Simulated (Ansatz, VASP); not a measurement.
## CuO in VASP and in Ansatz

```
CELL_PARAMETERS angstrom
3.15819 0.00000 0.00000
-1.57910 2.73508 0.00000
0.00000 0.00000 4.40175
ATOMIC_POSITIONS crystal
Cu 0.00000 0.00000 0.00000
Cu 0.00000 0.00000 0.50000
O 0.33333 0.66667 0.25000
O 0.66667 0.33333 0.75000
```

Alike in both runs: task single point; functional PBE; k mesh 10 × 10 × 6; occupations fermi-dirac, width 0.05 eV; no spin polarisation.

|  | VASP | Ansatz |
| --- | --- | --- |
| version | VASP 6.6.1 | Ansatz 0.2.0 |
| potentials or method | VASP PAW PBE potentials, release 64 (Cu, O) | Ansatz PAW |
| plane-wave cutoff (eV) | 520 | 420 |
| valence electrons in the cell | 34 | 50 |

```tsv
	VASP	Ansatz	Ansatz less VASP
gap on the k mesh at the Fermi level (eV)	none	none	-
pressure (GPa)	10.7	10.3	-0.42
traceless stress, the component that is largest in VASP (GPa)	33.13	32.89	-0.240
```

A gap of «none» marks a metal or a gap that the smearing closes. The functional is the same, so the differences come from potentials, cutoffs and numerics. VASP's potentials hold 34 valence electrons a cell and Ansatz's 50, so a difference there can come from the potentials and not from the codes.
